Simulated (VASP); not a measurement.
Wanted: the native input for a VASP 6.6.1 run.

```
Task                   : single point
Functional             : PBE
Potentials or basis    : VASP PAW PBE potentials, release 64 (H)
Cutoff                 : 500 eV
k mesh                 : 8 × 8 × 4
Occupations            : gaussian, width 0.02 eV
Spin                   : no spin polarisation
Dipole correction      : no
Further INCAR settings : ALGO = Normal; EDIFF = 1e-06; NBANDS = 10
```

The structure of H lies in POSCAR:

```
H
1.0
    1.6055051785     -2.6466780923      0.0156115967
    1.6055051785      2.6466780923      0.0156115967
    0.0597913888      0.0000000000      6.0384251705
H
4
Direct
    0.5715799431      0.4448398086      0.9927802995
    0.4366036160      0.5633437505     -0.0088626137
    0.4366562495      0.5633963840      0.5088626137
    0.5551601914      0.4284200569      0.5072197005
```

This cell differs from its parent crystal: strained and its atoms moved.

One way to write it, as run:

INCAR

```
PREC = Accurate
ENCUT = 500
EDIFF = 1E-6
ISMEAR = 0
SIGMA = 0.02
LREAL = False
LASPH = True
NELM = 120
ALGO = Normal
ISIF = 2
LWAVE = False
LCHARG = False
GGA = PE
NBANDS = 10
GGA_COMPAT = False
```

KPOINTS

```
regular mesh
0
Gamma
  8 8 4
```

Potentials or basis: VASP PAW PBE potentials, release 64 (H).

Run with:

```sh
$ cat potpaw_PBE.64/H/POTCAR > POTCAR
$ mpirun -np 1 vasp_std > vasp.out
```

It gave:

| Item | Value |
| --- | --- |
| Pressure | 5.0 GPa |
| Largest force | 3.507 eV/Å |
| Band gap on the k mesh | 8.97 eV |

Caveat: the cell differs from its parent crystal (strained and its atoms moved); forces of over 1 eV/Å act on the atoms, so gaps and moduli don't describe the material at rest.

Wall time 9.6 s on 1 thread of Intel(R) Xeon(R) 6975P-C (Granite Rapids), with other jobs on the host, peak memory 0.16 GiB.
